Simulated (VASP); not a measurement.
# MgCd2SO2 (P4/mmm) in VASP: single point with PBE

Aim: the single point of MgCd2SO2 with PBE.

Everything below comes from runs of VASP 6.6.1. Logs are shortened: lines on timing, memory, paths and dates and some standing lists are left out, and cuts for length are marked.

## (1) The cell of the first run

It takes space group P4/mmm (No. 123, tetragonal). Conventional cell: a = 4.209 Å, b = 4.209 Å, c = 5.416 Å, α = 90.00°, β = 90.00°, γ = 90.00°. Mg (site symmetry 4/mmm) has 2 S at 2.71 Å and 8 Cd at 3.21 Å and 8 O at 3.43 Å within 3.6 Å. Cd (site symmetry 4mm) has 2 Cd at 2.41 to 3.01 Å and 4 O at 2.59 Å and 4 Mg at 3.21 Å and 4 S at 3.33 Å within 3.4 Å. S (site symmetry 4/mmm) has 4 O at 2.10 Å and 2 Mg at 2.71 Å within 2.8 Å. O (site symmetry mmm) has 2 S at 2.10 Å and 4 Cd at 2.59 Å within 2.8 Å.

The cell was generated, and may not be a known phase.

## (2) Single point, PBE

Input file INCAR:

```
PREC     = Accurate       # precision mode
ENCUT    = 840            # plane-wave cutoff, eV
EDIFF    = 1E-6           # SCF threshold, eV
ISMEAR   = 0              # smearing method
SIGMA    = 0.1            # smearing width, eV
LREAL    = F              # projectors in reciprocal space
LASPH    = T              # aspherical terms in the spheres
NELM     = 120            # most SCF steps
ALGO     = Normal         # electronic algorithm
ISIF     = 2              # what is computed and relaxed
LWAVE    = F              # write WAVECAR
LCHARG   = F              # write CHGCAR
GGA      = PE             # functional
NBANDS   = 43             # bands
GGA_COMPAT= F
```

Input file KPOINTS:

```
regular mesh
0
Gamma
  4 4 4
```

Input file POSCAR:

```
MgCd2SO2
1.0
    4.2087846600      0.0000000000      0.0000000000
    0.0000000000      4.2087846600      0.0000000000
    0.0000000000      0.0000000000      5.4158425100
Mg Cd S O
1 2 1 2
Direct
    0.0000000000      0.0000000000      0.5000000000
    0.5000000000      0.5000000000      0.7223759900
    0.5000000000      0.5000000000      0.2776240100
    0.0000000000      0.0000000000      0.0000000000
    0.5000000000      0.0000000000      0.0000000000
    0.0000000000      0.5000000000      0.0000000000
```

Potentials or basis: VASP PAW PBE potentials, release 64 (Mg_sv, Cd_sv_GW, S, O).

Started as:

```console
cat potpaw_PBE.64/Mg_sv/POTCAR potpaw_PBE.64/Cd_sv_GW/POTCAR potpaw_PBE.64/S/POTCAR potpaw_PBE.64/O/POTCAR > POTCAR
mpirun -np 1 vasp_std > vasp.out
```

OUTCAR:

```text
PREC = Accurate
   ENCUT = 840
   EDIFF = 1E-6
   ISMEAR = 0
   LREAL = F
   LASPH = T
   NELM = 120
   ISIF = 2
   GGA = PE

 ion  position               nearest neighbor table
   1  0.000  0.000  0.500-
   2  0.500  0.500  0.722-   3 2.41
   3  0.500  0.500  0.278-   2 2.41
   4  0.000  0.000  0.000-   5 2.10   6 2.10   6 2.10   5 2.10
   5  0.500  0.000  0.000-   4 2.10   4 2.10
   6  0.000  0.500  0.000-   4 2.10   4 2.10

  LATTYP: Found a simple tetragonal cell.
 ALAT       =     4.2087846600
 C/A-ratio  =     1.2867948701

  Lattice vectors:

 A1 = (   4.2087846600,   0.0000000000,   0.0000000000)
 A2 = (   0.0000000000,   4.2087846600,   0.0000000000)
 A3 = (   0.0000000000,   0.0000000000,   5.4158425100)

Analysis of symmetry for initial positions (statically):
=====================================================================
 Subroutine PRICEL returns:
 Original cell was already a primitive cell.

 Routine SETGRP: Setting up the symmetry group for a
 simple tetragonal supercell.

 Subroutine GETGRP returns: Found 16 space group operations
 (whereof 16 operations were pure point group operations)
 out of a pool of 16 trial point group operations.

The static configuration has the point symmetry D_4h.

Analysis of symmetry for dynamics (positions and initial velocities):
=====================================================================
 Subroutine PRICEL returns:
 Original cell was already a primitive cell.

 Routine SETGRP: Setting up the symmetry group for a
 simple tetragonal supercell.

 Subroutine GETGRP returns: Found 16 space group operations
 (whereof 16 operations were pure point group operations)
 out of a pool of 16 trial point group operations.

The dynamic configuration has the point symmetry D_4h.

 Subroutine INISYM returns: Found 16 space group operations
 (whereof 16 operations are pure point group operations),
 and found     1 'primitive' translations

----------------------------------------------------------------------------------------

                                     Primitive cell

  volume of cell :      95.9355

[... 87 lines left out ...]
   ENCUT  =  840.0 eV  61.74 Ry    7.86 a.u.   9.95  9.95 12.80*2*pi/ulx,y,z
   NELM   =    120;   NELMIN=  2; NELMDL= -5     # of ELM steps
   EDIFF  = 0.1E-05   stopping-criterion for ELM
   LREAL  =      F    real-space projection
   EDIFFG = 0.1E-04   stopping-criterion for IOM
   NSW    =      0    number of steps for IOM
   IBRION =     -1    ionic relax: 0-MD 1-quasi-New 2-CG
   NFREE  =      0    steps in history (QN), initial steepest desc. (CG)
   ISIF   =      2    stress and relaxation
   ISYM   =      2    0-nonsym 1-usesym 2-fastsym
   POTIM  = 0.5000    time-step for ionic-motion
   TEBEG  =    0.0;   TEEND  =   0.0 temperature during run
   PSTRESS=    0.0 pullay stress
   NELECT =      68.0000    total number of electrons
   NUPDOWN=      -1.0000    fix difference up-down
   EMIN   =  10.00;   EMAX   =-10.00  energy-range for DOS
   EFERMI =   0.00;   METHOD = LEGACY
   ISMEAR =     0;   SIGMA  =   0.10  broadening in eV -4-tet -1-fermi 0-gaus
   EFERMI_NEDOS =   21; number of points for ismear=-14 and -15
   IALGO  =     38    algorithm
   IMIX   =      4    mixing-type and parameters
     AMIX     =   0.40;   BMIX     =  1.00
     AMIX_MAG =   1.60;   BMIX_MAG =  1.00
  volume/ion in A,a.u.               =      15.99       107.90
  Fermi-wavevector in a.u.,A,eV,Ry     =   1.459659  2.758355 28.988621  2.130604
  Thomas-Fermi vector in A             =   2.576200
   LORBIT       =      0    0 simple, 1 ext, 2 COOP (PROOUT), +10 PAW based schemes
   GGA     = PE    functional components
   LHFCALC =     F    Hartree Fock is set to
   AEXX    =    0.0000 exact exchange contribution
   IVDW    =     0    specifies the selected vdW correction
   LEPSILON=     F    determine dielectric tensor
   LRPA    =     F    only Hartree local field effects (RPA)
 non-spin polarized calculation
 Gauss-broadening in eV      SIGMA  =   0.10
  energy-cutoff  :      840.00
  volume of cell :       95.94
 maximum number of plane-waves:      5328
 NGX is ok and might be reduce to    40
   NGX = 19   NGY = 19   NGZ = 25

 number of electron      67.9999979 magnetization

 Free energy of the ion-electron system (eV)
  ---------------------------------------------------
  ext. energy  EPLUGINS =         0.00000000
  ---------------------------------------------------
  free energy    TOTEN  =       -17.93575630 eV

  energy without entropy =      -17.92054339  energy(sigma->0) =      -17.92814985

 E-fermi :   5.7176     XC(G=0): -10.6786

 val. band max:        5.6004911085   @ k =   0.5000   0.0000   0.0000
 cond. band min:       5.7384110785   @ k =   0.2500   0.2500   0.0000
 fundamental gap:      0.1379199700
 Fermi energy:         5.7175687805

 k-point     1 :       0.0000    0.0000    0.0000
  band No.  band energies     occupation
      1     -97.6471      2.00000
      2     -97.6238      2.00000
      3     -71.2701      2.00000
      4     -58.8680      2.00000
      5     -58.6720      2.00000
      6     -58.6720      2.00000
[... 817 lines left out ...]
     42      10.7999      0.00000
     43      13.4192      0.00000

------------------------ aborting loop because EDIFF is reached ----------------------------------------

  FORCE on cell =-STRESS in cart. coord.  units (eV):
  Direction    XX          YY          ZZ          XY          YZ          ZX
  --------------------------------------------------------------------------------------
  -------------------------------------------------------------------------------------
  Total        1.2389046      1.2389046      3.1170176      0.0000000      0.0000000      0.0000000
  in kB       20.6904062     20.6904062     52.0559521      0.0000000      0.0000000      0.0000000
  external PRESSURE =      31.1455881 kB  Pullay stress =       0.0000000 kB

 VOLUME and BASIS-vectors are now :
 -----------------------------------------------------------------------------
  energy-cutoff  :      840.00
  volume of cell :       95.94
      direct lattice vectors                 reciprocal lattice vectors
     4.208784660  0.000000000  0.000000000     0.237598281  0.000000000  0.000000000
     0.000000000  4.208784660  0.000000000     0.000000000  0.237598281  0.000000000
     0.000000000  0.000000000  5.415842510     0.000000000  0.000000000  0.184643478

 POSITION                                       TOTAL-FORCE (eV/Angst)
 -----------------------------------------------------------------------------------
      0.00000      0.00000      2.70792         0.000000      0.000000      0.000000
      2.10439      2.10439      3.91227        -0.000000      0.000000      3.181059
      2.10439      2.10439      1.50357         0.000000     -0.000000     -3.181059
      0.00000      0.00000      0.00000         0.000000      0.000000      0.000000
      2.10439      0.00000      0.00000         0.000000      0.000000      0.000000
      0.00000      2.10439      0.00000         0.000000      0.000000      0.000000
 -----------------------------------------------------------------------------------
    total drift:                               -0.000000     -0.000000      0.000000

  FREE ENERGIE OF THE ION-ELECTRON SYSTEM (eV)
  ---------------------------------------------------
  free  energy   TOTEN  =       -17.9357562971 eV

  energy  without entropy=      -17.9205433948  energy(sigma->0) =      -17.92814985
```

Wall time 1.9 min (1 thread of Intel Xeon Platinum 8488C (Sapphire Rapids), shared host); peak memory 0.39 GiB.

Results:

```
Free energy            : -17.9358 eV
Pressure               : 3.1 GPa
Largest force          : 3.181 eV/Å
Band gap on the k mesh : zero (bands 34 and 35 overlap by 2.90 eV)
```

Forces in eV/Å, atoms in the order of the input:
```
Mg   0.000  0.000  0.000
Cd   0.000  0.000  3.181
Cd   0.000  0.000 -3.181
S    0.000  0.000  0.000
O    0.000  0.000  0.000
O    0.000  0.000  0.000
```

Levels at points of the mesh, in eV from the Fermi level:
| k point | band 32 | band 33 | band 34 | band 35 | band 36 | band 37 |
| --- | --- | --- | --- | --- | --- | --- |
| (0.00, 0.00, 0.00) | -2.74 | -1.14 | 1.43 | 2.61 | 2.61 | 3.23 |
| (0.50, 0.00, 0.00) | -2.63 | -2.23 | -1.72 | -0.12 | 2.64 | 3.81 |
| (0.50, 0.50, 0.00) | -2.24 | -1.82 | -1.82 | -1.47 | 0.20 | 0.20 |
| (0.00, 0.00, 0.50) | -2.77 | -1.47 | -1.42 | 1.59 | 1.59 | 4.24 |
| (0.50, 0.00, 0.50) | -2.23 | -1.94 | -0.12 | 0.07 | 1.36 | 2.54 |
| (0.50, 0.50, 0.50) | -2.23 | -1.24 | -1.11 | -1.11 | 0.64 | 0.64 |

Caveat: the k points lie up to 0.37 Å⁻¹ apart, too coarse for converged energies and pressures of a metal; forces of over 1 eV/Å act on the atoms, so gaps and moduli don't describe the material at rest.

The gap in the log of VASP goes by the Fermi energy; the results here count the filled bands.